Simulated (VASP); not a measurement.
# Ti (P6_3/mmc) in VASP: notebook

Ti is run at these levels: LDA; tasks: single point, relaxation of cell and atoms.

All numbers are computed with VASP 6.6.1; they aren't measurements. Logs are shortened: lines on timing, memory, paths and dates and some standing lists are left out, and cuts for length are marked.

### Step 1. The cell of the first run

The structure is hexagonal, space group P6_3/mmc (No. 194). Conventional cell: a = 2.867 Å, b = 2.867 Å, c = 4.520 Å, α = 90.00°, β = 90.00°, γ = 120.00°. Within 3.7 Å of Ti (site symmetry -6m2) lie 12 Ti at 2.80 to 2.87 Å.

### Step 2. Single point, LDA

File INCAR:

```
  ALGO = Normal
  EDIFF = 1E-7
  ENCUT = 520
  GGA = CA
  ISIF = 2
  ISMEAR = 0
  LASPH = T
  LCHARG = F
  LREAL = F
  LWAVE = F
  NBANDS = 19
  NELM = 80
  PREC = Accurate
  SIGMA = 0.1
```

File KPOINTS:

```
k-points
0
Gamma
  9 9 4
```

File POSCAR:

```
Ti
1.0
    2.8670386271      0.0000000000      0.0000000000
   -1.4335193135      2.4829282847      0.0000000000
    0.0000000000      0.0000000000      4.5198682148
Ti
2
Direct
    0.3333333333      0.6666666667      0.2500000000
    0.6666666667      0.3333333333      0.7500000000
```

Potentials or basis: VASP PAW LDA potentials, release 64 (Ti_sv).

Command:

```
> cat potpaw_LDA.64/Ti_sv/POTCAR > POTCAR
> mpirun -np 1 vasp_std > vasp.out
```

OUTCAR:

```text
EDIFF = 1E-7
   ENCUT = 520
   GGA = CA
   ISIF = 2
   ISMEAR = 0
   LASPH = T
   LREAL = F
   NELM = 80
   PREC = Accurate

 ion  position               nearest neighbor table
   1  0.333  0.667  0.250-   2 2.80   2 2.80   2 2.80   2 2.80   2 2.80   2 2.80
   2  0.667  0.333  0.750-   1 2.80   1 2.80   1 2.80   1 2.80   1 2.80   1 2.80

  LATTYP: Found a hexagonal cell.
 ALAT       =     2.8670386271
 C/A-ratio  =     1.5764936587

  Lattice vectors:

 A1 = (   2.8670386271,   0.0000000000,   0.0000000000)
 A2 = (  -1.4335193135,   2.4829282847,   0.0000000000)
 A3 = (   0.0000000000,   0.0000000000,   4.5198682148)

Analysis of symmetry for initial positions (statically):
=====================================================================
 Subroutine PRICEL returns:
 Original cell was already a primitive cell.

 Routine SETGRP: Setting up the symmetry group for a
 hexagonal supercell.

 Subroutine GETGRP returns: Found 24 space group operations
 (whereof 12 operations were pure point group operations)
 out of a pool of 24 trial point group operations.

The static configuration has the point symmetry D_3d.
 The point group associated with its full space group is D_6h.

Analysis of symmetry for dynamics (positions and initial velocities):
=====================================================================
 Subroutine PRICEL returns:
 Original cell was already a primitive cell.

 Routine SETGRP: Setting up the symmetry group for a
 hexagonal supercell.

 Subroutine GETGRP returns: Found 24 space group operations
 (whereof 12 operations were pure point group operations)
 out of a pool of 24 trial point group operations.

The dynamic configuration has the point symmetry D_3d.
 The point group associated with its full space group is D_6h.

 Subroutine INISYM returns: Found 24 space group operations
 (whereof 12 operations are pure point group operations),
 and found     1 'primitive' translations

----------------------------------------------------------------------------------------

                                     Primitive cell

  volume of cell :      32.1754

  direct lattice vectors                    reciprocal lattice vectors
     2.867038627  0.000000000  0.000000000     0.348791952  0.201375128  0.000000000
    -1.433519313  2.482928285  0.000000000     0.000000000  0.402750255  0.000000000
     0.000000000  0.000000000  4.519868215     0.000000000  0.000000000  0.221245389

  length of vectors
     2.867038627  2.867038627  4.519868215     0.402750255  0.402750255  0.221245389

  position of ions in fractional coordinates (direct lattice)
     0.333333333  0.666666667  0.250000000
     0.666666667  0.333333333  0.750000000

  ion indices of the primitive-cell ions
   primitive index   ion index
                 1           1
                 2           2

----------------------------------------------------------------------------------------

 KPOINTS: k-points

Automatic generation of k-mesh.
 Grid dimensions read from file:
 generate k-points for:    9    9    4

 Generating k-lattice:

  Cartesian coordinates                     Fractional coordinates (reciprocal lattice)
     0.038754661  0.022375014  0.000000000     0.111111111  0.000000000  0.000000000
     0.000000000  0.044750028  0.000000000     0.000000000  0.111111111  0.000000000
     0.000000000  0.000000000  0.055311347     0.000000000  0.000000000  0.250000000

  Length of vectors
     0.044750028  0.044750028  0.055311347

  Shift w.r.t. Gamma in fractional coordinates (k-lattice)
     0.000000000  0.000000000  0.000000000

 Subroutine IBZKPT returns following result:
 ===========================================

 Found     36 irreducible k-points:

 Following reciprocal coordinates:
            Coordinates               Weight
  0.000000  0.000000  0.000000      1.000000
  0.111111  0.000000  0.000000      6.000000
  0.222222  0.000000  0.000000      6.000000
  0.333333  0.000000  0.000000      6.000000
  0.444444  0.000000  0.000000      6.000000
  0.111111  0.111111  0.000000      6.000000
[... 16 lines left out ...]
  0.333333  0.222222  0.250000     24.000000
  0.333333  0.333333  0.250000      4.000000
 [... further k-points ...]
   k-points           NKPTS =     36   k-points in BZ     NKDIM =     36   number of bands    NBANDS=     19
   number of dos      NEDOS =    301   number of ions     NIONS =      2
   total plane-waves  NPLWV =  20736
   dimension x,y,z NGX =    24 NGY =   24 NGZ =   36
   dimension x,y,z NGXF=    48 NGYF=   48 NGZF=   72
   ions per type =               2
   NGX,Y,Z   is equivalent  to a cutoff of  13.92, 13.92, 13.24 a.u.
   NGXF,Y,Z  is equivalent  to a cutoff of  27.83, 27.83, 26.48 a.u.
 SYSTEM =  unknown system
   PREC   = accura    normal or accurate (medium, high low for compatibility)
   ISTART =      0    job   : 0-new  1-cont  2-samecut
   ICHARG =      2    charge: 1-file 2-atom 10-const
   ISPIN  =      1    spin polarized calculation?
   LNONCOLLINEAR =      F non collinear calculations
   LSORBIT =      F    spin-orbit coupling
   LASPH  =      T    aspherical Exc in radial PAW
   ENCUT  =  520.0 eV  38.22 Ry    6.18 a.u.   5.33  5.33  8.40*2*pi/ulx,y,z
   NELM   =     80;   NELMIN=  2; NELMDL= -5     # of ELM steps
   EDIFF  = 0.1E-06   stopping-criterion for ELM
   LREAL  =      F    real-space projection
   EDIFFG = 0.1E-05   stopping-criterion for IOM
   NSW    =      0    number of steps for IOM
   IBRION =     -1    ionic relax: 0-MD 1-quasi-New 2-CG
   NFREE  =      0    steps in history (QN), initial steepest desc. (CG)
   ISIF   =      2    stress and relaxation
   ISYM   =      2    0-nonsym 1-usesym 2-fastsym
   POTIM  = 0.5000    time-step for ionic-motion
   TEBEG  =    0.0;   TEEND  =   0.0 temperature during run
   PSTRESS=    0.0 pullay stress
   NELECT =      24.0000    total number of electrons
   NUPDOWN=      -1.0000    fix difference up-down
   EMIN   =  10.00;   EMAX   =-10.00  energy-range for DOS
   EFERMI =   0.00;   METHOD = LEGACY
   ISMEAR =     0;   SIGMA  =   0.10  broadening in eV -4-tet -1-fermi 0-gaus
   EFERMI_NEDOS =   21; number of points for ismear=-14 and -15
   IALGO  =     38    algorithm
   IMIX   =      4    mixing-type and parameters
     AMIX     =   0.40;   BMIX     =  1.00
     AMIX_MAG =   1.60;   BMIX_MAG =  1.00
  volume/ion in A,a.u.               =      16.09       108.57
  Fermi-wavevector in a.u.,A,eV,Ry     =   1.484696  2.805668 29.991607  2.204321
  Thomas-Fermi vector in A             =   2.598200
   LORBIT       =      0    0 simple, 1 ext, 2 COOP (PROOUT), +10 PAW based schemes
   GGA     = CA    functional components
   LHFCALC =     F    Hartree Fock is set to
   AEXX    =    0.0000 exact exchange contribution
   IVDW    =     0    specifies the selected vdW correction
   LEPSILON=     F    determine dielectric tensor
   LRPA    =     F    only Hartree local field effects (RPA)
 non-spin polarized calculation
 Gauss-broadening in eV      SIGMA  =   0.10
  energy-cutoff  :      520.00
  volume of cell :       32.18
 maximum number of plane-waves:       888
 NGX is ok and might be reduce to    24
   NGX = 11   NGY = 11   NGZ = 17

 number of electron      24.0000002 magnetization

 Free energy of the ion-electron system (eV)
  ---------------------------------------------------
  ext. energy  EPLUGINS =         0.00000000
  ---------------------------------------------------
  free energy    TOTEN  =       -17.11541367 eV

  energy without entropy =      -17.10680197  energy(sigma->0) =      -17.11110782

 E-fermi :   8.8918     XC(G=0): -12.1568

 val. band max:        8.8853651134   @ k =   0.2222   0.2222   0.5000
 cond. band min:       8.9653896152   @ k =   0.3333   0.3333   0.2500
 fundamental gap:      0.0800245019
 Fermi energy:         8.8918183639

 k-point     1 :       0.0000    0.0000    0.0000
  band No.  band energies     occupation
      1     -47.1315      2.00000
      2     -46.9318      2.00000
      3     -24.2092      2.00000
      4     -23.3775      2.00000
      5     -23.3775      2.00000
      6     -23.2675      2.00000
[... 11 lines left out ...]
     18      10.6097      0.00000
     19      12.3438      0.00000

 k-point     2 :       0.1111    0.0000    0.0000
  band No.  band energies     occupation
      1     -47.1145      2.00000
      2     -46.9254      2.00000
      3     -24.1738      2.00000
      4     -23.4490      2.00000
      5     -23.4013      2.00000
      6     -23.3179      2.00000
[... 11 lines left out ...]
     18      10.4993      0.00000
     19      12.4531      0.00000

 k-point     3 :       0.2222    0.0000    0.0000
  band No.  band energies     occupation
      1     -47.0696      2.00000
      2     -46.9107      2.00000
      3     -24.0764      2.00000
      4     -23.6321      2.00000
      5     -23.4981      2.00000
      6     -23.4585      2.00000
[... 11 lines left out ...]
     18      11.1469      0.00000
     19      12.6402      0.00000

 k-point     4 :       0.3333    0.0000    0.0000
  band No.  band energies     occupation
      1     -47.0135      2.00000
      2     -46.8985      2.00000
      3     -23.9430      2.00000
      4     -23.8422      2.00000
      5     -23.6922      2.00000
      6     -23.5202      2.00000
[... 11 lines left out ...]
     18      11.9960      0.00000
     19      12.7706      0.00000

 k-point     5 :       0.4444    0.0000    0.0000
  band No.  band energies     occupation
      1     -46.9699      2.00000
      2     -46.8972      2.00000
      3     -23.9796      2.00000
      4     -23.8242      2.00000
      5     -23.8140      2.00000
      6     -23.5590      2.00000
[... 11 lines left out ...]
     18      12.8286      0.00000
     19      13.2146      0.00000
[... 334 lines left out ...]
      2     -46.9074      2.00000
      3     -24.0563      2.00000
      4     -23.9292      2.00000
      5     -23.6704      2.00000
      6     -23.5381      2.00000
[... 11 lines left out ...]
     18      12.7765      0.00000
     19      13.6014      0.00000

 k-point    22 :       0.2222    0.2222    0.2500
  band No.  band energies     occupation
      1     -46.9726      2.00000
      2     -46.9093      2.00000
      3     -23.9691      2.00000
      4     -23.8689      2.00000
      5     -23.6192      2.00000
      6     -23.6156      2.00000
[... 11 lines left out ...]
     18      12.6202      0.00000
     19      13.2866      0.00000

 k-point    23 :       0.3333    0.2222    0.2500
  band No.  band energies     occupation
      1     -46.9396      2.00000
      2     -46.9078      2.00000
      3     -23.9767      2.00000
      4     -23.9001      2.00000
      5     -23.7318      2.00000
      6     -23.5783      2.00000
[... 11 lines left out ...]
     18      12.7470      0.00000
     19      14.4397      0.00000

 k-point    24 :       0.3333    0.3333    0.2500
  band No.  band energies     occupation
      1     -46.9177      2.00000
      2     -46.9177      2.00000
      3     -23.8914      2.00000
      4     -23.8914      2.00000
      5     -23.8389      2.00000
      6     -23.6196      2.00000
[... 11 lines left out ...]
     18      12.3409      0.00000
     19      16.0831      0.00000

 [... further k-points ...]

------------------------ aborting loop because EDIFF is reached ----------------------------------------

  FORCE on cell =-STRESS in cart. coord.  units (eV):
  Direction    XX          YY          ZZ          XY          YZ          ZX
  --------------------------------------------------------------------------------------
  -------------------------------------------------------------------------------------
  Total       -0.0130480     -0.0130480     -0.0161246     -0.0000000      0.0000000     -0.0000000
  in kB       -0.6497275     -0.6497275     -0.8029269     -0.0000000      0.0000000     -0.0000000
  external PRESSURE =      -0.7007940 kB  Pullay stress =       0.0000000 kB

 VOLUME and BASIS-vectors are now :
 -----------------------------------------------------------------------------
  energy-cutoff  :      520.00
  volume of cell :       32.18
      direct lattice vectors                 reciprocal lattice vectors
     2.867038627  0.000000000  0.000000000     0.348791952  0.201375128  0.000000000
    -1.433519313  2.482928285  0.000000000     0.000000000  0.402750255  0.000000000
     0.000000000  0.000000000  4.519868215     0.000000000  0.000000000  0.221245389

 POSITION                                       TOTAL-FORCE (eV/Angst)
 -----------------------------------------------------------------------------------
     -0.00000      1.65529      1.12997        -0.000000      0.000000      0.000000
      1.43352      0.82764      3.38990         0.000000      0.000000      0.000000
 -----------------------------------------------------------------------------------
    total drift:                               -0.000000      0.000000     -0.000000

  FREE ENERGIE OF THE ION-ELECTRON SYSTEM (eV)
  ---------------------------------------------------
  free  energy   TOTEN  =       -17.1154136668 eV

  energy  without entropy=      -17.1068019742  energy(sigma->0) =      -17.11110782
```

It took 9.3 s on 1 thread of Intel Xeon 6975P-C (Granite Rapids), shared host; peak memory 0.14 GiB.

Results:

| Quantity | Value |
| --- | --- |
| Free energy | -17.1154 eV |
| Pressure | -0.1 GPa |
| Band gap on the k mesh | zero (bands 12 and 13 overlap by 0.92 eV) |

### Step 3. Relaxation of cell and atoms, LDA

This run uses another cell than the first one, of 17.32 Å³/atom.

File INCAR:

```
PREC = Accurate
ENCUT = 600
EDIFF = 1E-7
ISMEAR = 0
SIGMA = 0.1
LREAL = F
LASPH = T
NELM = 80
ALGO = Normal
ISIF = 3
LWAVE = F
LCHARG = F
IBRION = 2
NSW = 100
EDIFFG = -0.05
```

File KPOINTS:

```
Automatic mesh
0
Gamma
  9 9 4
```

File POSCAR:

```
Ti
1.0
    2.9357319200      0.0000000000      0.0000000000
   -1.4678659600      2.5424184200      0.0000000000
    0.0000000000      0.0000000000      4.6408561500
Ti
2
Direct
    0.3333333300      0.6666666700      0.2500000000
    0.6666666700      0.3333333300      0.7500000000
```

Potentials or basis: VASP PAW LDA potentials, release 64 (Ti_sv).

Command:

```
> cat potpaw_LDA.64/Ti_sv/POTCAR > POTCAR
> mpirun -np 1 vasp_std > vasp.out
```

It took 26 s on 1 thread of Intel Xeon 6975P-C (Granite Rapids), shared host; peak memory 0.16 GiB.

It converged, with:

| Quantity | Value |
| --- | --- |
| Free energy | -17.1156 eV |
| Relaxed volume | 16.09 Å³/atom |
| Relaxed cell | a = 2.866 Å, b = 2.866 Å, c = 4.521 Å, α = 90.00°, β = 90.00°, γ = 120.00° |
| Space group after relaxing (to 0.1 Å) | P6_3/mmc (No. 194) |
| Energy gained by relaxing | 34.1 meV/atom |
| Ionic steps | 3 |
| Pressure after relaxing | -0.1 GPa |
| Band gap on the k mesh | zero (bands 12 and 13 overlap by 0.92 eV) |

Stress tensor (GPa, compression positive):
```
-0.04  0.00  0.00
 0.00 -0.04  0.00
 0.00  0.00 -0.12
```

The path:
```csv
step,energy change (eV),largest force (eV/Å),pressure (GPa),volume (Å³)
1,0.0000,0.0000,-8.29,34.64
2,-0.0237,0.0000,8.15,30.34
3,-0.0682,0.0000,-0.07,32.17
```

Final structure:
```
Ti
1.0
     2.86645    0.00000    0.00000
    -1.43323    2.48242    0.00000
     0.00000    0.00000    4.52105
Ti
2
Direct
  0.33333 0.66667 0.25000
  0.66667 0.33333 0.75000
```

Levels at points of the mesh, in eV from the Fermi level:
```tsv
k point	band 9	band 10	band 11	band 12	band 13	band 14	band 15	band 16
(0.00, 0.00, 0.00)	-6.26	-2.84	0.80	0.80	0.98	1.19	1.37	1.37
(0.00, 0.00, 0.50)	-4.29	-4.29	0.14	0.14	0.69	0.69	0.69	0.69
```

[end of part 1 of 2]
